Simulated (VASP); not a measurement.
**MgO: single point with PBEsol**

MgO:

```
CELL_PARAMETERS angstrom
0.00000 2.19459 2.19459
2.19459 0.00000 2.19459
2.19459 2.19459 0.00000
ATOMIC_POSITIONS crystal
Mg 0.00000 0.00000 0.00000
O 0.50000 0.50000 0.50000
```

This cell differs from its parent crystal: strained.

```
Program             : VASP 6.6.1
Task                : single point
Functional          : PBEsol
Potentials or basis : VASP PAW PBE potentials, release 64 (Mg, O)
Cutoff              : 520 eV
k mesh              : 10 × 10 × 10
Occupations         : gaussian, width 0.02 eV
Spin                : no spin polarisation
```

- Pressure: -15.6 GPa
- Band gap on the k mesh: 3.53 eV, direct

Levels at points of the mesh, in eV from the valence-band top:
```
           k point  band 1  band 2  band 3  band 4  band 5  band 6  band 7  band 8
(0.00, 0.00, 0.00)  -16.61    0.00    0.00    0.00    3.53   14.94   14.94   14.94
(0.50, 0.00, 0.00)  -15.59   -4.16   -0.54   -0.54    7.00   11.16   14.95   14.95
(0.50, 0.50, 0.00)  -15.37   -3.66   -1.20   -1.20    8.62    8.76   11.72   17.05
```

Wall time 5.6 s on 1 thread of Intel(R) Xeon(R) Platinum 8488C (Sapphire Rapids), with other jobs on the host, peak memory 0.14 GiB.

Caveat: the cell differs from its parent crystal (strained); the PAW data sets were made with another functional, which shifts forces and pressure a little.
